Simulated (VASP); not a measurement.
# PbO (P4/nmm) in VASP: further runs, part 2 of 2

VASP 6.6.1. Earlier steps stand in the parts before.

## Step 4: Single point, PBE (strain -0.030 along x and y, +0.000 along z)

The input, INCAR:

```
SYSTEM = PbO
ALGO = Normal ; EDIFF = 1E-7
ENCUT = 520 ; GGA = PE
ISIF = 2 ; ISMEAR = 0
LASPH = .TRUE. ; LCHARG = .FALSE.
LREAL = .FALSE. ; LWAVE = .FALSE.
NBANDS = 28 ; NELM = 100
PREC = Accurate ; SIGMA = 0.05
```

The input, KPOINTS:

```
k-points
0
G
  8 8 6
  0 0 0
```

The input, POSCAR:

```
PbO
1.0
    3.8551680000      0.0000000000      0.0000000000
    0.0000000000      3.8551680000      0.0000000000
    0.0000000000      0.0000000000      5.0220000000
Pb O
2 2
Direct
    0.0000000000      0.5000000000      0.2351000000
    0.5000000000      0.0000000000      0.7649000000
    0.0000000000      0.0000000000      0.0000000000
    0.5000000000      0.5000000000      0.0000000000
```

Potentials or basis: VASP PAW PBE potentials, release 64 (Pb_d, O).

The run is started by

```sh
> cat potpaw_PBE.64/Pb_d/POTCAR potpaw_PBE.64/O/POTCAR > POTCAR
> mpirun -np 1 vasp_std > vasp.out
```

OUTCAR:

```text
SYSTEM = PbO
   EDIFF = 1E-7
   ENCUT = 520
   GGA = PE
   ISIF = 2
   ISMEAR = 0
   LASPH = .TRUE.
   LREAL = .FALSE.
   NELM = 100
   PREC = Accurate

 ion  position               nearest neighbor table
   1  0.000  0.500  0.235-   3 2.26   4 2.26   3 2.26   4 2.26   2 3.61   2 3.61   2 3.61   2 3.61
                             2 3.81   2 3.81   2 3.81   2 3.81
   2  0.500  0.000  0.765-   3 2.26   4 2.26   4 2.26   3 2.26   1 3.61   1 3.61   1 3.61   1 3.61
                             1 3.81   1 3.81   1 3.81   1 3.81
   3  0.000  0.000  0.000-   1 2.26   2 2.26   1 2.26   2 2.26
   4  0.500  0.500  0.000-   1 2.26   2 2.26   2 2.26   1 2.26

  LATTYP: Found a simple tetragonal cell.
 ALAT       =     3.8551680000
 C/A-ratio  =     1.3026669655

  Lattice vectors:

 A1 = (   3.8551680000,   0.0000000000,   0.0000000000)
 A2 = (   0.0000000000,   3.8551680000,   0.0000000000)
 A3 = (   0.0000000000,   0.0000000000,   5.0220000000)

Analysis of symmetry for initial positions (statically):
=====================================================================
 Subroutine PRICEL returns:
 Original cell was already a primitive cell.

 Routine SETGRP: Setting up the symmetry group for a
 simple tetragonal supercell.

 Subroutine GETGRP returns: Found 16 space group operations
 (whereof  8 operations were pure point group operations)
 out of a pool of 16 trial point group operations.

The static configuration has the point symmetry D_2d.
 The point group associated with its full space group is D_4h.

Analysis of symmetry for dynamics (positions and initial velocities):
=====================================================================
 Subroutine PRICEL returns:
 Original cell was already a primitive cell.

 Routine SETGRP: Setting up the symmetry group for a
 simple tetragonal supercell.

[... 125 lines left out ...]
   EFERMI_NEDOS =   21; number of points for ismear=-14 and -15
   IALGO  =     38    algorithm
   IMIX   =      4    mixing-type and parameters
     AMIX     =   0.40;   BMIX     =  1.00
     AMIX_MAG =   1.60;   BMIX_MAG =  1.00
  volume/ion in A,a.u.               =      18.66       125.92
  Fermi-wavevector in a.u.,A,eV,Ry     =   1.329761  2.512885 24.058711  1.768265
  Thomas-Fermi vector in A             =   2.458899
   LORBIT       =      0    0 simple, 1 ext, 2 COOP (PROOUT), +10 PAW based schemes
   GGA     = PE    functional components
   LHFCALC =     F    Hartree Fock is set to
   AEXX    =    0.0000 exact exchange contribution
   IVDW    =     0    specifies the selected vdW correction
   LEPSILON=     F    determine dielectric tensor
   LRPA    =     F    only Hartree local field effects (RPA)
 non-spin polarized calculation
 Gauss-broadening in eV      SIGMA  =   0.05
  energy-cutoff  :      520.00
  volume of cell :       74.64
 maximum number of plane-waves:      2028
 NGX is ok and might be reduce to    30
   NGX = 15   NGY = 15   NGZ = 19

 number of electron      40.0000011 magnetization

 Free energy of the ion-electron system (eV)
  ---------------------------------------------------
  ext. energy  EPLUGINS =         0.00000000
  ---------------------------------------------------
  free energy    TOTEN  =       -21.14343640 eV

  energy without entropy =      -21.14343640  energy(sigma->0) =      -21.14343640

 E-fermi :   6.3526     XC(G=0): -10.1434

 val. band max:        6.0662986018   @ k =   0.0000   0.0000   0.0000
 cond. band min:       7.1143140091   @ k =   0.5000   0.5000   0.0000
 fundamental gap:      1.0480154073
 Fermi energy:         6.3526057921

 k-point     1 :       0.0000    0.0000    0.0000
  band No.  band energies     occupation
      1     -13.2053      2.00000
      2     -12.4258      2.00000
      3     -10.2361      2.00000
      4     -10.2361      2.00000
      5     -10.1686      2.00000
      6     -10.1476      2.00000
[... 733 lines left out ...]
     27      15.6114      0.00000
     28      15.6114      0.00000

 [... further k-points ...]

------------------------ aborting loop because EDIFF is reached ----------------------------------------

  FORCE on cell =-STRESS in cart. coord.  units (eV):
  Direction    XX          YY          ZZ          XY          YZ          ZX
  --------------------------------------------------------------------------------------
  -------------------------------------------------------------------------------------
  Total        6.1014563      6.1014563      4.4499283      0.0000000      0.0000000      0.0000000
  in kB      130.9726946    130.9726946     95.5213099      0.0000000      0.0000000      0.0000000
  external PRESSURE =     119.1555664 kB  Pullay stress =       0.0000000 kB

 VOLUME and BASIS-vectors are now :
 -----------------------------------------------------------------------------
  energy-cutoff  :      520.00
  volume of cell :       74.64
      direct lattice vectors                 reciprocal lattice vectors
     3.855168000  0.000000000  0.000000000     0.259392068  0.000000000  0.000000000
     0.000000000  3.855168000  0.000000000     0.000000000  0.259392068  0.000000000
     0.000000000  0.000000000  5.022000000     0.000000000  0.000000000  0.199123855

 POSITION                                       TOTAL-FORCE (eV/Angst)
 -----------------------------------------------------------------------------------
      0.00000      1.92758      1.18067        -0.000000     -0.000000      1.336458
      1.92758      0.00000      3.84133         0.000000     -0.000000     -1.336458
      0.00000      0.00000      0.00000        -0.000000     -0.000000     -0.000000
      1.92758      1.92758      0.00000        -0.000000      0.000000     -0.000000
 -----------------------------------------------------------------------------------
    total drift:                                0.000000      0.000000     -0.000000

  FREE ENERGIE OF THE ION-ELECTRON SYSTEM (eV)
  ---------------------------------------------------
  free  energy   TOTEN  =       -21.1434364043 eV

  energy  without entropy=      -21.1434364043  energy(sigma->0) =      -21.14343640
```

stdout:

```text
POSCAR found type information on POSCAR PbO
 POSCAR found :  2 types and       4 ions
 scaLAPACK will be used
 LDA part: xc-table for (Slater+PW92), standard interpolation
 POSCAR, INCAR and KPOINTS ok, starting setup
 FFT: planning ... GRIDC
 FFT: planning ... GRID_SOFT
 FFT: planning ... GRID
 WAVECAR not read
 entering main loop
```

Run time: 3.7 min. Hardware: 1 thread of Intel Xeon 8259CL, shared host; peak memory 0.25 GiB.

Results:

```yaml
Free_energy: -21.1434 eV
Pressure: 11.9 GPa
Largest_force: 1.336 eV/Å
Band_gap_on_the_k_mesh: 1.05 eV (least direct gap 2.44 eV)
```

Forces on the atoms (eV/Å):
```
Pb   0.000  0.000  1.336
Pb   0.000  0.000 -1.336
O    0.000  0.000  0.000
O    0.000  0.000  0.000
```

Caveat: the cell differs from its parent crystal (strain -0.030 along x and y, +0.000 along z); the cell stands under pressure; spin-orbit coupling is left out, which moves the levels of the heavy elements; forces of over 1 eV/Å act on the atoms, so gaps and moduli don't describe the material at rest. A k mesh can miss the band edges.

## Step 5: Single point, PBE (strain -0.015 along x and y, -0.030 along z)

The input, INCAR:

```
SYSTEM = PbO
PREC = Accurate
ENCUT = 520
EDIFF = 1E-6
ISMEAR = 0
SIGMA = 0.05
LREAL = .FALSE.
LASPH = .TRUE.
NELM = 100
ALGO = Normal
ISIF = 2
LWAVE = .FALSE.
LCHARG = .TRUE.
GGA = PE
LELF = .TRUE.
LVHAR = .TRUE.
NBANDS = 28
```

The input, KPOINTS:

```
regular mesh
0
G
  8 8 6
  0 0 0
```

The input, POSCAR:

```
PbO
1.0
    3.9147840000      0.0000000000      0.0000000000
    0.0000000000      3.9147840000      0.0000000000
    0.0000000000      0.0000000000      4.8713400000
Pb O
2 2
Direct
    0.0000000000      0.5000000000      0.2351000000
    0.5000000000      0.0000000000      0.7649000000
    0.0000000000      0.0000000000      0.0000000000
    0.5000000000      0.5000000000      0.0000000000
```

The run is started by

```sh
> cat potpaw_PBE.64/Pb_d/POTCAR potpaw_PBE.64/O/POTCAR > POTCAR
> mpirun -np 1 vasp_std > vasp.out
```

Run time: 2.6 min. Hardware: 1 thread of Intel Xeon 8259CL, shared host; peak memory 0.25 GiB.

Results (log left out):

```yaml
Free_energy: -21.1809 eV
Pressure: 11.2 GPa
Largest_force: 1.472 eV/Å
Band_gap_on_the_k_mesh: 1.18 eV (least direct gap 2.37 eV)
```

Forces in eV/Å, atoms in the order of the input:
```
Pb   0.000  0.000  1.472
Pb   0.000  0.000 -1.472
O    0.000  0.000  0.000
O    0.000  0.000  0.000
```

Stress tensor (GPa, compression positive):
```
11.79  0.00  0.00
 0.00 11.79  0.00
 0.00  0.00 10.17
```

Levels at points of the mesh, in eV from the valence-band top:
```tsv
k point	band 18	band 19	band 20	band 21	band 22	band 23
(0.00, 0.00, 0.00)	-2.06	-2.00	-0.03	2.49	5.56	5.81
(0.50, 0.00, 0.00)	-3.46	-1.84	-1.84	3.55	3.55	6.77
(0.50, 0.50, 0.00)	-1.69	-1.38	-1.38	1.18	1.18	5.43
(0.00, 0.00, 0.50)	-2.09	-2.04	-1.08	1.87	4.03	4.03
(0.50, 0.00, 0.50)	-3.42	-1.11	-1.11	3.18	3.18	6.51
(0.50, 0.50, 0.50)	-2.35	-1.38	-1.38	3.51	3.51	5.00
```

Caveat: the cell differs from its parent crystal (strain -0.015 along x and y, -0.030 along z); the cell stands under pressure; spin-orbit coupling is left out, which moves the levels of the heavy elements; forces of over 1 eV/Å act on the atoms, so gaps and moduli don't describe the material at rest. A k mesh can miss the band edges.

## Step 6: Single point, PBE (strain -0.030 along x and y, +0.015 along z)

The input, INCAR:

```
PREC     = Accurate       # precision mode
ENCUT    = 520            # plane-wave cutoff, eV
EDIFF    = 1E-7           # SCF threshold, eV
ISMEAR   = 0              # smearing method
SIGMA    = 0.05           # smearing width, eV
LREAL    = False          # projectors in reciprocal space
LASPH    = True           # aspherical terms in the spheres
NELM     = 60             # most SCF steps
ALGO     = Normal         # electronic algorithm
ISIF     = 2              # what is computed and relaxed
LWAVE    = False          # write WAVECAR
LCHARG   = False          # write CHGCAR
GGA      = PE             # functional
NBANDS   = 28             # bands
```

The input, KPOINTS:

```
Automatic mesh
0
Gamma
  8 8 6
```

The input, POSCAR:

```
PbO
1.0
    3.8551680000      0.0000000000      0.0000000000
    0.0000000000      3.8551680000      0.0000000000
    0.0000000000      0.0000000000      5.0973300000
Pb O
2 2
Direct
    0.0000000000      0.5000000000      0.2351000000
    0.5000000000      0.0000000000      0.7649000000
    0.0000000000      0.0000000000      0.0000000000
    0.5000000000      0.5000000000      0.0000000000
```

Potentials or basis: VASP PAW PBE potentials, release 64 (Pb_d, O).

The run is started by

```sh
> cat potpaw_PBE.64/Pb_d/POTCAR potpaw_PBE.64/O/POTCAR > POTCAR
> mpirun -np 1 vasp_std > vasp.out
```

Run time: 3.5 min. Hardware: 1 thread of Intel Xeon 8259CL, shared host; peak memory 0.25 GiB.

Results (log left out):

```
Free energy            : -21.2047 eV
Pressure               : 10.3 GPa
Largest force          : 1.024 eV/Å
Band gap on the k mesh : 1.04 eV (least direct gap 2.35 eV)
```

Forces in eV/Å, atoms in the order of the input:
```
Pb   0.000  0.000  1.024
Pb   0.000  0.000 -1.024
O    0.000  0.000  0.000
O    0.000  0.000  0.000
```

Stress tensor (GPa, compression positive):
```
11.61  0.00  0.00
 0.00 11.61  0.00
 0.00  0.00  7.66
```

Levels at points of the mesh, in eV from the valence-band top:
```csv
k point,band 16,band 17,band 18,band 19,band 20,band 21,band 22,band 23,band 24,band 25
"(0.00, 0.00, 0.00)",-4.76,-2.10,-1.95,-1.95,0.00,2.42,5.28,5.77,5.77,6.51
"(0.50, 0.00, 0.00)",-3.76,-3.40,-3.40,-2.06,-2.06,3.26,3.26,6.66,6.66,6.91
"(0.50, 0.50, 0.00)",-4.06,-1.97,-1.97,-1.31,-1.31,1.04,1.04,5.09,5.09,7.67
"(0.00, 0.00, 0.50)",-4.40,-2.12,-1.98,-1.98,-1.50,2.12,4.04,4.04,4.54,8.52
"(0.50, 0.00, 0.50)",-4.16,-3.38,-3.38,-1.34,-1.34,2.90,2.90,6.55,6.55,7.46
"(0.50, 0.50, 0.50)",-4.46,-2.48,-2.48,-1.31,-1.31,3.24,3.24,4.55,4.55,5.85
```

Caveat: the cell differs from its parent crystal (strain -0.030 along x and y, +0.015 along z); the cell stands under pressure; spin-orbit coupling is left out, which moves the levels of the heavy elements; forces of over 1 eV/Å act on the atoms, so gaps and moduli don't describe the material at rest. A k mesh can miss the band edges.

## Step 7: Overview

```csv
cell,gap on the mesh (eV),pressure (GPa),largest force (eV/Å)
"a = 3.855, b = 3.855, c = 4.871 Å, 4 atoms",1.07,15.4,1.97
"a = 3.855, b = 3.855, c = 4.947 Å, 4 atoms",1.06,13.6,1.65
"a = 3.855, b = 3.855, c = 5.022 Å, 4 atoms",1.05,11.9,1.34
"a = 3.915, b = 3.915, c = 4.871 Å, 4 atoms",1.18,11.2,1.47
"a = 3.855, b = 3.855, c = 5.097 Å, 4 atoms",1.04,10.3,1.02
```

Alike in all rows: task single point; level PBE; potentials or basis VASP PAW PBE potentials, release 64 (Pb_d, O); no spin polarisation; k mesh 8 × 8 × 6; cutoff (eV) 520; smearing gaussian 0.05 eV.

Caveats: the cell stands under pressure; spin-orbit coupling is left out, which moves the levels of the heavy elements; forces of over 1 eV/Å act on the atoms, so gaps and moduli don't describe the material at rest.

Absolute energies hang on the potentials; compare differences alone.
